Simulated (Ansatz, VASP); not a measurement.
**Two plane-wave programs on CaO**

The input POSCAR:

```
CaO
1.0
    2.9723053381      0.0000000000      0.0000000000
    0.0000000000      2.9723053381      0.0000000000
    0.0000000000      0.0000000000      2.9032089648
Ca O
1 1
Direct
    0.0000000000      0.0000000000      0.0000000000
    0.5000000000      0.5000000000      0.5000000000
```

File INCAR.step1:

```
SYSTEM = CaO
PREC = Accurate ; ENCUT = 520
ISMEAR = 0 ; SIGMA = 0.01
LREAL = .FALSE. ; LASPH = .TRUE.
NELM = 100 ; NBANDS = 15
GGA = PE ; ALGO = Normal
EDIFF = 1E-4 ; LWAVE = .TRUE.
LCHARG = .FALSE.
```

File INCAR.step2:

```
SYSTEM = CaO
PREC = Accurate ; ENCUT = 520
EDIFF = 1E-7 ; ISMEAR = 0
SIGMA = 0.01 ; LREAL = .FALSE.
LASPH = .TRUE. ; NELM = 100
ALGO = Normal ; ISIF = 2
LWAVE = .FALSE. ; LCHARG = .TRUE.
METAGGA = R2SCAN ; LMIXTAU = .TRUE.
LELF = .TRUE. ; LVHAR = .TRUE.
NBANDS = 15 ; ISTART = 1
```

File KPOINTS:

```
regular mesh
0
G
  8 8 8
  0 0 0
```

Input for Ansatz:

```yaml
crystal:
  lattice:
    - [2.9723053381, 0.0, 0.0]
    - [0.0, 2.9723053381, 0.0]
    - [0.0, 0.0, 2.9032089648]
  atoms:
    - { symbol: Ca, position: [0.0, 0.0, 0.0] }
    - { symbol: O, position: [0.5, 0.5, 0.5] }
kpoints:
  mp_grid: { grid: [8, 8, 8] }
  band_path:
    path: [[0.0, 0.0, 0.0], [0.0, 0.5, 0.0], [0.5, 0.5, 0.0], [0.5, 0.5, 0.5]]
    npoints: 1
hamiltonian:
  xc: r2scan
scf:
  occupations: { method: fixed }
  n_extra_bands: 4
output:
  forces: true
  stress: true
  eigenvalues: true
```

Change from the starting cell: biaxial_xy strain +2.4%.

Alike in both runs: task single point; functional r2SCAN; k mesh 8 × 8 × 8; no spin polarisation.

|  | VASP | Ansatz |
| --- | --- | --- |
| version | VASP 6.6.1 | Ansatz 0.2.0 |
| potentials or method | VASP PAW PBE potentials, release 64 (Ca_sv, O) | plane waves, PAW |
| plane-wave cutoff (eV) | 520 | 500 |
| occupations | gaussian, width 0.01 eV | fixed |
| valence electrons in the cell | 16 | 16 |

```tsv
	VASP	Ansatz	Ansatz less VASP
gap on the k mesh at the Fermi level (eV)	3.14	3.14	-0.003
pressure (GPa)	-4.3	-5.2	-0.87
traceless stress, the component that is largest in VASP (GPa)	6.00	6.00	-0.001
```

VASP's potentials were made for PBE, not for r2SCAN.
